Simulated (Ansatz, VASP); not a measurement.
## InO in VASP and in Ansatz

```
CELL_PARAMETERS angstrom
3.42978 0.00000 0.00000
-1.71489 2.97028 0.00000
0.00000 0.00000 15.05942
ATOMIC_POSITIONS crystal
In 0.66667 0.33333 0.58953
In 0.66667 0.33333 0.41047
O 0.00000 0.00000 0.63988
O 0.00000 0.00000 0.36012
```

Change from the starting cell: strain +0.000 along x and y, -0.050 along z, atoms carried along.

Alike in both runs: task single point; functional PBE; dispersion D3(BJ); k mesh 12 × 12 × 2; occupations gaussian, width 0.05 eV; no spin polarisation.

|  | VASP | Ansatz |
| --- | --- | --- |
| version | VASP 6.6.1 | Ansatz 0.2.0 |
| potentials or method | VASP PAW PBE potentials, release 64 (In_d, O), cutoff 520 eV | scalar-relativistic, plane waves, PAW |
| valence electrons in the cell | 38 | 38 |

Ansatz gave:

| Property | Result |
| --- | --- |
| gap on the k mesh at the Fermi level (eV) | 0.61 |
| least direct gap on the mesh (eV) | 1.26 |
| rms of the force components (eV/Å) | 0.257 |

Task: Estimate VASP's values.

Result: gap on the k mesh at the Fermi level (eV): 0.60; least direct gap on the mesh (eV): 1.25; rms of the force components (eV/Å): 0.255.

Atom by atom the forces differ by 0.021 eV/Å (rms over components).
